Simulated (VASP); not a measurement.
Here is a VASP 6.6.1 calculation.

The input INCAR:

```
  PREC = Accurate
  ENCUT = 600
  EDIFF = 1E-8
  ISMEAR = 0
  SIGMA = 0.5
  LREAL = False
  LASPH = True
  NELM = 100
  ALGO = Fast
  ISIF = 3
  LWAVE = False
  LCHARG = True
  GGA = PE
  NBANDS = 8
  IBRION = 6
  NFREE = 2
  POTIM = 0.015
  NSW = 1
```

KPOINTS

```
Automatic mesh
0
Gamma
  20 20 20
```

Contents of POSCAR:

```
Al
1.0
    0.0000000000      2.0218358501      2.0218358501
    2.0218358501      0.0000000000      2.0218358501
    2.0218358501      2.0218358501      0.0000000000
Al
1
Direct
    0.0000000000      0.0000000000      0.0000000000
```

Potentials or basis: VASP PAW PBE potentials, release 64 (Al).

The run is started by

```sh
$ cat potpaw_PBE.64/Al/POTCAR > POTCAR
$ mpirun -np 1 vasp_std > vasp.out
```

Problem. Predict the elastic constants C11, C12, C44.

Solution. 110, 61, 33 GPa.

Problem. Estimate the Voigt bulk modulus.

Solution. 77 GPa.

Elastic tensor in Voigt notation (GPa, in the Cartesian axes of the cell as first typed):
```
110  61  61   0   0   0
 61 110  61   0   0   0
 61  61 110   0   0   0
  0   0   0  33   0   0
  0   0   0   0  33   0
  0   0   0   0   0  33
```
